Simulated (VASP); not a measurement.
WSe, 2 atoms in the cell. Symmetry: Pm-3m, No. 221, cubic system. Conventional cell: a = 3.549 Å, b = 3.549 Å, c = 3.549 Å, α = 90.00°, β = 90.00°, γ = 90.00°. Within 4.0 Å of W (site symmetry m-3m) lie 8 Se at 3.07 Å and 6 W at 3.55 Å. Se (site symmetry m-3m) has 8 W at 3.07 Å and 6 Se at 3.55 Å within 4.0 Å. 

| Item | Value |
| --- | --- |
| Program | VASP 6.6.1 |
| Task | single point |
| Functional | PBE |
| Potentials or basis | VASP PAW PBE potentials, release 64 (W_sv, Se) |
| Cutoff | 520 eV |
| k mesh | 12 × 12 × 12 |
| Occupations | gaussian, width 0.1 eV |
| Spin | collinear spin |
| Starting moments | [3.92, -0.49] μB |
| Hubbard terms | W d U = 6.2 eV |
| Dipole correction | no |
| Further INCAR settings | ALGO = Normal; EDIFF = 1e-06; NBANDS = 21 |

Potentials or basis: VASP PAW PBE potentials, release 64 (W_sv, Se).

Command:

```sh
$ cat potpaw_PBE.64/W_sv/POTCAR potpaw_PBE.64/Se/POTCAR > POTCAR
$ mpirun -np 1 vasp_std > vasp.out
```

Hardware: 1 thread of Intel(R) Xeon(R) 6975P-C (Granite Rapids), on a shared host.

Q: Estimate the wall time of this run.

A: It took 82 s on 1 thread of Intel(R) Xeon(R) 6975P-C (Granite Rapids), with other jobs on the host, peak memory 0.26 GiB. Counts: scf iterations 23, k points 84.
